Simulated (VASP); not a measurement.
## Ba: single point with PBEsol

Ba:

```
Ba
1.0
    -2.43823    2.43823    2.43823
     2.43823   -2.43823    2.43823
     2.43823    2.43823   -2.43823
Ba
1
Direct
  0.00000 0.00000 0.00000
```

- Program: VASP 6.6.1
- Task: single point
- Functional: PBEsol
- Potentials or basis: VASP PAW PBE potentials, release 64 (Ba_sv)
- Cutoff: 500 eV
- k mesh: 4 × 4 × 4
- Occupations: gaussian, width 0.1 eV
- Spin: no spin polarisation

```
Pressure               : 0.4 GPa
Band gap on the k mesh : zero (band 5 reaches 2.41 eV, above the bottom of band 6 at 1.15 eV)
```

Levels at points of the mesh, in eV from the Fermi level:
| k point | band 1 | band 2 | band 3 | band 4 | band 5 | band 6 | band 7 | band 8 | band 9 | band 10 |
| --- | --- | --- | --- | --- | --- | --- | --- | --- | --- | --- |
| (0.00, 0.00, 0.00) | -28.82 | -13.70 | -13.70 | -13.70 | -2.91 | 1.80 | 1.80 | 1.80 | 3.36 | 3.36 |
| (0.50, 0.00, 0.00) | -28.76 | -14.30 | -13.89 | -13.70 | -1.07 | 0.55 | 1.43 | 3.34 | 3.98 | 5.60 |
| (0.50, 0.50, 0.50) | -28.71 | -14.11 | -14.11 | -14.11 | -0.76 | -0.76 | 4.65 | 4.65 | 4.65 | 5.03 |

It took 3.4 s on 1 thread of Intel(R) Xeon(R) Platinum 8559C (Emerald Rapids), with other jobs on the host, peak memory 0.17 GiB.

Caveat: the k points lie up to 0.46 Å⁻¹ apart; the PAW data sets were made with another functional, which shifts forces and pressure a little; spin-orbit coupling is left out, which moves the levels of the heavy elements.
